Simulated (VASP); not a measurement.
Input of a VASP 6.6.1 run:

Contents of INCAR:

```
SYSTEM = Zr
ALGO = Fast
EDIFF = 1E-6
ENCUT = 520
GGA = PS
ISIF = 2
ISMEAR = 0
LASPH = .TRUE.
LCHARG = .FALSE.
LREAL = .FALSE.
LWAVE = .FALSE.
NBANDS = 19
NELM = 100
PREC = Accurate
SIGMA = 0.15
```

Contents of KPOINTS:

```
k-points
0
G
  18 18 10
  0 0 0
```

POSCAR

```
Zr
1.0
    3.2319982225      0.0000000000     -0.0484799733
   -1.6159991112      2.7989925657      0.0242399867
   -0.0772050000      0.0000000000      5.1470000000
Zr
2
Direct
    0.3333333333      0.6666666667      0.2500000000
    0.6666666667      0.3333333333      0.7500000000
```

Potentials or basis: VASP PAW PBE potentials, release 64 (Zr_sv).

Run with:

```bash
$ cat potpaw_PBE.64/Zr_sv/POTCAR > POTCAR
$ mpirun -np 1 vasp_std > vasp.out
```

Q: Estimate the band gap on the k mesh.

A: Zero (bands 12 and 13 overlap by 1.23 eV).

Q: Predict the pressure.

A: -3.3 GPa.

Forces in eV/Å, atoms in the order of the input:
```
Zr   0.000  0.003  0.000
Zr   0.000 -0.003  0.000
```

Caveat: the cell differs from its parent crystal (strain -0.0300 x Voigt [0, 0, 0, 0, 1, 0]); the cell stands under tension; the PAW data sets were made with another functional, which shifts forces and pressure a little.
